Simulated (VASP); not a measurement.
Here is a VASP 6.6.1 calculation.

INCAR

```
  PREC = Accurate
  ENCUT = 520
  EDIFF = 1E-6
  ISMEAR = -1
  SIGMA = 0.05
  LREAL = F
  LASPH = T
  NELM = 150
  ALGO = Normal
  ISIF = 2
  LWAVE = F
  LCHARG = F
  ISPIN = 2
  MAGMOM = 4 0
  LORBIT = 11
  LMAXMIX = 4
  GGA = PS
  NBANDS = 20
```

Contents of KPOINTS:

```
Automatic mesh
0
Gamma
  9 9 9
```

File POSCAR:

```
MnS
1.0
    0.0000000000      2.5513320201      2.5513320201
    2.5513320201      0.0000000000      2.5513320201
    2.5513320201      2.5513320201      0.0000000000
Mn S
1 1
Direct
    0.0000000000      0.0000000000      0.0000000000
    0.5000000000      0.5000000000      0.5000000000
```

Potentials or basis: VASP PAW PBE potentials, release 64 (Mn_pv, S).

The run is started by

```bash
$ cat potpaw_PBE.64/Mn_pv/POTCAR potpaw_PBE.64/S/POTCAR > POTCAR
$ mpirun -np 1 vasp_std > vasp.out
```

Problem. Predict the pressure.

Solution. -4.7 GPa.

Problem. Estimate the site moments.

Solution. Mn +4.09; S +0.09 μB.

Caveat: the cell stands under tension; the PAW data sets were made with another functional, which shifts forces and pressure a little; a cell with one magnetic atom can't hold antiferromagnetic order, which such compounds often take.
